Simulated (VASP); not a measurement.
## TiCo: single point with PBE

TiCo:

```xyz
2
Lattice="2.9861 0.0000 0.0000 0.0000 2.9861 0.0000 0.0000 0.0000 2.9861" Properties=species:S:1:pos:R:3 pbc="T T T"
Co    1.4931    1.4931    1.4931
Ti    0.0000    0.0000    0.0000
```

```
Program             : VASP 6.6.1
Task                : single point
Functional          : PBE
Potentials or basis : VASP PAW PBE potentials, release 64 (Co_sv, Ti_sv)
Cutoff              : 690 eV
k mesh              : 9 × 9 × 9
Occupations         : fermi-dirac, width 0.05 eV
Spin                : collinear spin, ferromagnetic start
Starting moments    : [2.0, 1.0] μB
```

```
Pressure                                              : -1.2 GPa
Net moment                                            : 0.82 μB per cell
Site moments                                          : Co +0.90; Ti -0.04 μB
Valence electrons inside the program's atomic spheres : Co 15.10; Ti 10.29
```

Levels at points of the mesh, in eV from the Fermi level:
Spin up:
```csv
k point,band 13,band 14,band 15,band 16,band 17,band 18
"(0.00, 0.00, 0.00)",-1.88,-1.88,0.48,0.48,2.66,2.66
```
Spin down:
| k point | band 10 | band 11 | band 12 | band 13 | band 14 | band 15 | band 16 | band 17 | band 18 | band 19 |
| --- | --- | --- | --- | --- | --- | --- | --- | --- | --- | --- |
| (0.00, 0.00, 0.00) | -3.55 | -3.55 | -1.35 | -1.35 | -1.35 | 1.02 | 1.02 | 2.75 | 2.75 | 2.75 |

Wall time 90 s on 1 thread of Intel(R) Xeon(R) Platinum 8259CL CPU @ 2.50GHz (Skylake/Cascade Lake) (shared host), peak memory 0.21 GiB.
